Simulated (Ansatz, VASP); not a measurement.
BaTiO3: VASP beside Ansatz

POSCAR

```
BaTiO3
1.0
    3.9242219515      0.0000000000      0.0000000000
    0.0000000000      3.9242219515      0.0000000000
    0.0000000000      0.0000000000      3.9242219515
Ba Ti O
1 1 3
Direct
    0.5000000000      0.5000000000      0.5000000000
    0.0000000000      0.0000000000      0.0000000000
    0.0000000000      0.0000000000      0.5000000000
    0.0000000000      0.5000000000      0.0000000000
    0.5000000000      0.0000000000      0.0000000000
```

Contents of INCAR.step1:

```
SYSTEM = BaTiO3
PREC = Accurate ; ENCUT = 910
ISMEAR = -1 ; SIGMA = 0.05
LREAL = .FALSE. ; LASPH = .TRUE.
NELM = 120 ; NBANDS = 28
GGA = PE ; ALGO = Normal
EDIFF = 1E-5 ; LWAVE = .TRUE.
LCHARG = .FALSE. ; GGA_COMPAT = .FALSE.
```

Contents of INCAR.step2:

```
SYSTEM = BaTiO3
PREC = Accurate ; ENCUT = 910
EDIFF = 1E-6 ; ISMEAR = -1
SIGMA = 0.05 ; LREAL = .FALSE.
LASPH = .TRUE. ; NELM = 120
ALGO = Normal ; ISIF = 2
LWAVE = .FALSE. ; LCHARG = .FALSE.
METAGGA = R2SCAN ; LMIXTAU = .TRUE.
NBANDS = 28 ; ISTART = 1
GGA_COMPAT = .FALSE.
```

Contents of KPOINTS:

```
regular mesh
0
G
  7 7 7
  0 0 0
```

input.yaml

```yaml
crystal:
  lattice:
    - [3.9242219515, 0.0, 0.0]
    - [0.0, 3.9242219515, 0.0]
    - [0.0, 0.0, 3.9242219515]
  atoms:
    - { symbol: Ba, position: [0.5, 0.5, 0.5] }
    - { symbol: Ti, position: [0.0, 0.0, 0.0] }
    - { symbol: O, position: [0.0, 0.0, 0.5] }
    - { symbol: O, position: [0.0, 0.5, 0.0] }
    - { symbol: O, position: [0.5, 0.0, 0.0] }
hamiltonian:
  xc: r2scan
  pseudopotentials: { kind: paw }
kpoints:
  mp_grid: { grid: [7, 7, 7] }
scf:
  occupations: { method: fermi_dirac, width: 0.05 }
output:
  forces: true
  stress: true
  eigenvalues: true
```

Alike in both runs: task single point; functional r2SCAN; k mesh 7 × 7 × 7; occupations fermi-dirac, width 0.05 eV; no spin polarisation.

```csv
,VASP,Ansatz
version,VASP 6.6.1,Ansatz 0.2.0
potentials or method,"VASP PAW PBE potentials, release 64 (Ba_sv, Ti_sv, O_h)",Ansatz PAW
plane-wave cutoff (eV),910,500
valence electrons in the cell,40,40
```

```csv
,VASP,Ansatz,Ansatz less VASP
gap on the k mesh at the Fermi level (eV),2.35,2.35,-0.002
least direct gap on the mesh (eV),2.37,2.35,-0.024
```

VASP's potentials were made for PBE, not for r2SCAN.

Neither program's run includes spin-orbit coupling. Noted on VASP's run: the cutoff is short for stress, so the pressure is rough. Noted on Ansatz's run: odd divisions of the mesh miss points on the zone boundary, where band edges often lie, so the gap on the mesh can be too wide.
